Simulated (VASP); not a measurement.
A run of VASP 6.6.1:

Contents of INCAR:

```
SYSTEM = TaSi2
  PREC = Accurate
  ENCUT = 520
  EDIFF = 1E-6
  ISMEAR = -1
  SIGMA = 0.05
  LREAL = .False.
  LASPH = .True.
  NELM = 60
  ALGO = Normal
  ISIF = 2
  LWAVE = .False.
  LCHARG = .False.
  GGA = PS
  NBANDS = 38
```

The input KPOINTS:

```
Automatic mesh
0
Gamma
  5 5 3
  0 0 0
```

POSCAR

```
TaSi2
1.0
    4.5587798379      0.0000000000      0.0000000000
   -2.2793899190      3.9480191499      0.0000000000
    0.0000000000      0.0000000000      6.3493407171
Ta Si
3 6
Direct
    0.0000000000      0.5000000000      0.3333333333
    0.5000000000      0.5000000000      0.6666666667
    0.5000000000      0.0000000000      0.0000000000
    0.3195348078      0.1597674039      0.3333333333
    0.1597674039      0.8402325961      0.6666666667
    0.8402325961      0.6804651922      0.0000000000
    0.6804651922      0.8402325961      0.3333333333
    0.8402325961      0.1597674039      0.6666666667
    0.1597674039      0.3195348078      0.0000000000
```

Potentials or basis: VASP PAW PBE potentials, release 64 (Ta_pv, Si).

The run is started by

```sh
$ cat potpaw_PBE.64/Ta_pv/POTCAR potpaw_PBE.64/Si/POTCAR > POTCAR
$ mpirun -np 1 vasp_std > vasp.out
```

Hardware: 1 thread of Intel Xeon 8259CL, on a shared host.

Q: Estimate the wall time of this run.

A: Run time: 67 s on 1 thread of Intel Xeon 8259CL (shared host), peak memory 0.24 GiB. Counts: scf iterations 12, k points 10.
